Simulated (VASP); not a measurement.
Wanted: the native input for a VASP 6.6.1 run.

- Task: single point
- Functional: r2SCAN
- Potentials or basis: VASP PAW PBE potentials, release 64 (P)
- Cutoff: 520 eV
- k mesh: 8 × 1 × 6
- Occupations: gaussian, width 0.02 eV
- Spin: no spin polarisation
- Dipole correction: no
- Further INCAR settings: ALGO = Normal; EDIFF = 1e-07; NBANDS = 18

System: P, a slab with vacuum.

```
P
1.0
     3.19177    0.00000    0.00000
     0.00000   33.81284    0.00000
     0.00000    0.00000    4.49704
P
4
Direct
  0.00000 0.96882 0.58539
  0.00000 0.03118 0.41461
  0.50000 0.03118 0.08539
  0.50000 0.96882 0.91461
```

The input as run:

POSCAR

```
P
1.0
    3.1917704878      0.0000000000      0.0000000000
    0.0000000000     33.8128425304      0.0000000000
    0.0000000000      0.0000000000      4.4970441904
P
4
Direct
    0.0000000000      0.9688183005      0.5853891958
    0.0000000000      0.0311816995      0.4146108042
    0.5000000000      0.0311816995      0.0853891958
    0.5000000000      0.9688183005      0.9146108042
```

INCAR.step1

```
ALGO = Normal
EDIFF = 1E-4
ENCUT = 520
GGA = PE
ISMEAR = 0
LASPH = T
LCHARG = F
LREAL = F
LWAVE = T
NBANDS = 18
NELM = 80
PREC = Accurate
SIGMA = 0.02
```

INCAR.step2

```
ALGO = Normal
EDIFF = 1E-7
ENCUT = 520
ISIF = 2
ISMEAR = 0
ISTART = 1
LASPH = T
LCHARG = F
LMIXTAU = T
LREAL = F
LWAVE = F
METAGGA = R2SCAN
NBANDS = 18
NELM = 80
PREC = Accurate
SIGMA = 0.02
```

KPOINTS

```
k-points
0
Gamma
  8 1 6
```

Potentials or basis: VASP PAW PBE potentials, release 64 (P).

The run is started by

```console
$ cat potpaw_PBE.64/P/POTCAR > POTCAR
$ cp INCAR.step1 INCAR
$ mpirun -np 1 vasp_std > vasp.out
$ cp INCAR.step2 INCAR
$ mpirun -np 1 vasp_std > vasp.out
```

It gave:

| Property | Result |
| --- | --- |
| Largest force | 0.116 eV/Å |
| Band gap on the k mesh | 0.80 eV |

Caveat: there is no dipole correction, which matters where the two faces differ; the PAW data sets were made with another functional, which shifts forces and pressure a little.

It took 21 min on 1 thread of AMD EPYC 7R13 Processor (Zen 3), with other jobs on the host, peak memory 0.56 GiB.
